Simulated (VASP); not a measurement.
Set up this calculation in VASP 6.6.1, as the native input.

| Property | Result |
| --- | --- |
| Task | single point |
| Functional | PBE |
| Potentials or basis | VASP PAW PBE potentials, release 64 (Ru_pv, C) |
| Cutoff | 520 eV |
| k mesh | 4 × 4 × 4 |
| Occupations | gaussian, width 0.1 eV |
| Spin | collinear spin, ferromagnetic start |
| Starting moments | [1.0, 1.0, 1.0, 1.0, 0.0, 0.0] μB |
| Dipole correction | no |
| Further INCAR settings | ALGO = Normal; EDIFF = 1e-06; NBANDS = 45 |

The structure of Ru2C lies in POSCAR:

```
Ru2C
1.0
    0.0000000000      3.4938671135      3.4938671135
    3.4938671135      0.0000000000      3.4938671135
    3.4938671135      3.4938671135      0.0000000000
Ru C
4 2
Direct
    0.1250000000      0.1250000000      0.1250000000
    0.6250000000      0.1250000000      0.1250000000
    0.1250000000      0.1250000000      0.6250000000
    0.1250000000      0.6250000000      0.1250000000
    0.5000000000      0.5000000000      0.5000000000
    0.7500000000      0.7500000000      0.7500000000
```

The input as run:

INCAR

```
SYSTEM = Ru2C
ALGO     = Normal         ! electronic algorithm
EDIFF    = 1E-6           ! SCF threshold, eV
ENCUT    = 520            ! plane-wave cutoff, eV
GGA      = PE             ! functional
ISIF     = 2              ! what is computed and relaxed
ISMEAR   = 0              ! smearing method
ISPIN    = 2              ! spin polarisation
LASPH    = .True.         ! aspherical terms in the spheres
LCHARG   = .False.        ! write CHGCAR
LMAXMIX  = 4              ! l up to which the mixer works
LORBIT   = 11             ! projections on sites
LREAL    = .False.        ! projectors in reciprocal space
LWAVE    = .False.        ! write WAVECAR
MAGMOM   = 1 1 1 1 0 0    ! initial moments
NBANDS   = 45             ! bands
NELM     = 150            ! most SCF steps
PREC     = Accurate       ! precision mode
SIGMA    = 0.1            ! smearing width, eV
```

KPOINTS

```
k-points
0
Gamma
  4 4 4
  0 0 0
```

Potentials or basis: VASP PAW PBE potentials, release 64 (Ru_pv, C).

Launch:

```bash
$ cat potpaw_PBE.64/Ru_pv/POTCAR potpaw_PBE.64/C/POTCAR > POTCAR
$ mpirun -np 1 vasp_std > vasp.out
```

Results of the run:

- Pressure: 0.9 GPa
- Net moment: 1.66 μB per cell
- Site moments: Ru +0.43; C -0.04 μB
- Valence electrons inside the program's atomic spheres: Ru 12.71; C 1.98

Caveat: the k points lie up to 0.39 Å⁻¹ apart.

Wall time 94 s on 1 thread of Intel Xeon 6975P-C, with other jobs on the host, peak memory 0.29 GiB.
